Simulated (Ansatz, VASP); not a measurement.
MoS2 in VASP and in Ansatz

```
Mo S
1.0
     3.29997    0.00000    0.00000
    -1.64999    2.85786    0.00000
     0.00000    0.00000    6.77881
Mo S
1 2
Direct
  0.00000 0.00000 0.00000
  0.33333 0.66667 0.23579
  0.33333 0.66667 0.76421
```

Alike in both runs: task single point; functional PBE; dispersion D3(BJ); k mesh 12 × 12 × 6; occupations gaussian, width 0.05 eV; no spin polarisation.

|  | VASP | Ansatz |
| --- | --- | --- |
| version | VASP 6.6.1 | Ansatz 0.2.0 |
| potentials or method | VASP PAW PBE potentials, release 64 (Mo_sv, S), cutoff 500 eV | scalar-relativistic, plane waves, PAW |
| valence electrons in the cell | 26 | 26 |

|  | VASP | Ansatz | Ansatz less VASP |
| --- | --- | --- | --- |
| gap on the k mesh at the Fermi level (eV) | 0.91 | 0.90 | -0.012 |
| least direct gap on the mesh (eV) | 1.40 | 1.39 | -0.003 |
| pressure (GPa) | -12.3 | -12.2 | +0.06 |
| traceless stress, the component that is largest in VASP (GPa) | 1.54 | 1.56 | +0.018 |
| rms of the force components (eV/Å) | 0.606 | 0.602 | -0.0033 |

Atom by atom the forces differ by 0.003 eV/Å (rms over components).
